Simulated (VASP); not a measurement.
**Te: single point with PBE**

Crystal: Te.

```
Te
1.0
     6.77643    0.00000    0.00000
    -3.38822    5.86856    0.00000
     0.00000    0.00000    6.93136
Te
6
Cartesian
  -1.0189 1.7648 4.6209
  -2.3693 4.1037 4.6209
  2.0379 0.0000 0.0000
  1.0189 1.7648 2.3105
  4.7386 0.0000 0.0000
  2.3693 4.1037 2.3105
```

| Item | Value |
| --- | --- |
| Program | VASP 6.6.1 |
| Task | single point |
| Functional | PBE |
| Potentials or basis | VASP PAW PBE potentials, release 64 (Te) |
| Cutoff | 520 eV |
| k mesh | 3 × 3 × 2 |
| Occupations | gaussian, width 0.1 eV |
| Spin | no spin polarisation |

```json
{
 "Pressure": "0.2 GPa",
 "Largest force": "0.007 eV/Å",
 "Band gap on the k mesh": "0.77 eV, direct"
}
```

Forces in eV/Å, atoms in the order of the input:
```
Te  -0.004  0.006  0.000
Te   0.004 -0.006  0.000
Te   0.007  0.000  0.000
Te   0.004  0.006  0.000
Te  -0.007  0.000  0.000
Te  -0.004 -0.006  0.000
```

Stress tensor (GPa, compression positive):
```
0.25 0.00 0.00
0.00 0.25 0.00
0.00 0.00 0.10
```

Levels at points of the mesh, in eV from the valence-band top:
| k point | band 14 | band 15 | band 16 | band 17 | band 18 | band 19 | band 20 | band 21 | band 22 | band 23 |
| --- | --- | --- | --- | --- | --- | --- | --- | --- | --- | --- |
| (0.00, 0.00, 0.00) | -1.77 | -1.42 | -0.85 | -0.71 | -0.71 | 0.87 | 0.87 | 2.64 | 2.64 | 2.94 |
| (0.00, 0.00, 0.50) | -1.47 | -1.47 | -0.50 | -0.50 | -0.38 | 0.78 | 0.78 | 2.40 | 2.70 | 3.30 |

It took 60 s on 1 thread of AMD EPYC 9R45 (Zen 5) (shared host), peak memory 0.31 GiB.

Caveat: the k points lie up to 0.45 Å⁻¹ apart; spin-orbit coupling is left out, which moves the levels of the heavy elements. A k mesh can miss the band edges.
